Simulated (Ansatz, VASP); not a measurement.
**TiGeSb: VASP beside Ansatz**

```xyz
6
Lattice="3.7669 0.0000 0.0000 0.0000 3.7669 0.0000 0.0000 0.0000 8.3572" Properties=species:S:1:pos:R:3 pbc="T T T"
Ti    1.8834    0.0000    2.0789
Ti    0.0000    1.8834    6.2783
Ge    0.0000    0.0000    0.0000
Ge    1.8834    1.8834    0.0000
Sb    1.8834    0.0000    5.1444
Sb    0.0000    1.8834    3.2128
```

Alike in both runs: task single point; functional LDA; k mesh 6 × 6 × 3; occupations fermi-dirac, width 0.05 eV; no spin polarisation.

```csv
,VASP,Ansatz
version,VASP 6.6.1,Ansatz 0.2.0
potentials or method,"VASP PAW LDA potentials, release 64 (Ti_sv, Ge_d, Sb), cutoff 520 eV","plane waves, PAW"
valence electrons in the cell,62,82
```

|  | VASP | Ansatz | Ansatz less VASP |
| --- | --- | --- | --- |
| pressure (GPa) | -9.4 | -9.6 | -0.17 |

LDA's correlation is that of Perdew and Zunger in VASP and of Perdew and Wang (1992) in Ansatz. VASP's potentials hold 62 valence electrons a cell and Ansatz's 82, so a difference there can come from the potentials and not from the codes.

Neither program's run includes spin-orbit coupling.
